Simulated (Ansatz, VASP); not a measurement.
## BaTe: VASP beside Ansatz

```xyz
2
Lattice="0.0000 3.9142 3.9142 3.9142 0.0000 3.9142 3.9142 3.9142 0.0000" Properties=species:S:1:pos:R:3 pbc="T T T"
Ba    0.0000    0.0000    0.0000
Te    1.9571    1.9571    1.9571
```

Alike in both runs: task single point; functional r2SCAN; k mesh 6 × 6 × 6; no spin polarisation.

```csv
,VASP,Ansatz
version,VASP 6.6.1,Ansatz 0.2.0
potentials or method,"VASP PAW PBE potentials, release 64 (Ba_sv, Te)","plane waves, PAW"
plane-wave cutoff (eV),520,500
occupations,"gaussian, width 0.01 eV",fixed
valence electrons in the cell,16,26
```

|  | VASP | Ansatz | Ansatz less VASP |
| --- | --- | --- | --- |
| gap on the k mesh at the Fermi level (eV) | 2.95 | 2.94 | -0.008 |
| pressure (GPa) | 0.2 | 0.0 | -0.20 |

VASP's potentials were made for PBE, not for r2SCAN. VASP's potentials hold 16 valence electrons a cell and Ansatz's 26, so a difference there can come from the potentials and not from the codes.

Spin-orbit coupling is off throughout.
